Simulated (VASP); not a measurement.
A run of VASP 6.6.1 is set up as follows.

File INCAR:

```
PREC = Accurate
ENCUT = 520
EDIFF = 1E-6
ISMEAR = 0
SIGMA = 0.1
LREAL = False
LASPH = True
NELM = 80
ALGO = Fast
ISIF = 2
LWAVE = False
LCHARG = True
GGA = PE
LELF = True
LVHAR = True
NBANDS = 19
```

KPOINTS

```
regular mesh
0
Gamma
  57 57 28
```

File POSCAR:

```
Zn
1.0
    2.5840091804      0.0000000000      0.0000000000
   -1.2920045902      2.2378175938      0.0000000000
    0.0000000000      0.0000000000      4.4301826450
Zn
2
Direct
    0.3333333333      0.6666666667      0.2500000000
    0.6666666667      0.3333333333      0.7500000000
```

Potentials or basis: VASP PAW PBE potentials, release 64 (Zn).

Run with:

```console
$ cat potpaw_PBE.64/Zn/POTCAR > POTCAR
$ mpirun -np 1 vasp_std > vasp.out
```

Question: What does it give for the pressure?

Answer: 17.0 GPa.

Question: Estimate the band gap on the k mesh.

Answer: Zero (bands 12 and 13 overlap by 3.67 eV).

Stress tensor (GPa, compression positive):
```
17.01  0.00  0.00
 0.00 17.01  0.00
 0.00  0.00 16.85
```

Caveat: the cell stands under pressure.
